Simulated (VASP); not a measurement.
Write the native input for VASP 6.6.1 that does the following.

```
Task                   : single point
Functional             : PBE
Potentials or basis    : VASP PAW PBE potentials, release 64 (Zr_sv, N)
Cutoff                 : 520 eV
k mesh                 : 10 × 10 × 1
Occupations            : fermi-dirac, width 0.05 eV
Spin                   : no spin polarisation
Dipole correction      : no
Further INCAR settings : ALGO = Normal; EDIFF = 1e-06; NBANDS = 34; NELMDL = -8
```

The structure of ZrN lies in POSCAR:

```
ZrN
1.0
    3.2489502559      0.0000000000      0.0000000000
    0.0000000000      3.2489502559      0.0000000000
    0.0000000000      0.0000000000     20.5947000000
Zr N
3 3
Direct
    0.2500000000      0.2500000000      0.3949687699
    0.7500000000      0.7500000000      0.5000000065
    0.2500000000      0.2500000000      0.6050312169
    0.7500000000      0.7500000000      0.3845318263
    0.2500000000      0.2500000000      0.4999999971
    0.7500000000      0.7500000000      0.6154681833
```

The input as run:

INCAR

```
PREC = Accurate
ENCUT = 520
EDIFF = 1E-6
ISMEAR = -1
SIGMA = 0.05
LREAL = False
LASPH = True
NELM = 120
ALGO = Normal
ISIF = 2
LWAVE = False
LCHARG = True
GGA = PE
LELF = True
LVHAR = True
NBANDS = 34
GGA_COMPAT = False
NELMDL = -8
```

KPOINTS

```
regular mesh
0
Gamma
  10 10 1
```

Potentials or basis: VASP PAW PBE potentials, release 64 (Zr_sv, N).

Launch:

```sh
$ cat potpaw_PBE.64/Zr_sv/POTCAR potpaw_PBE.64/N/POTCAR > POTCAR
$ mpirun -np 1 vasp_std > vasp.out
```

It gave:

```json
{
 "Largest force": "0.016 eV/Å",
 "Band gap on the k mesh": "zero (an odd number of electrons rules out a gap without spin polarisation)"
}
```

Run time: 3.4 min on 1 thread of Intel(R) Xeon(R) Platinum 8259CL CPU @ 2.50GHz (Skylake/Cascade Lake), with other jobs on the host, peak memory 0.35 GiB.
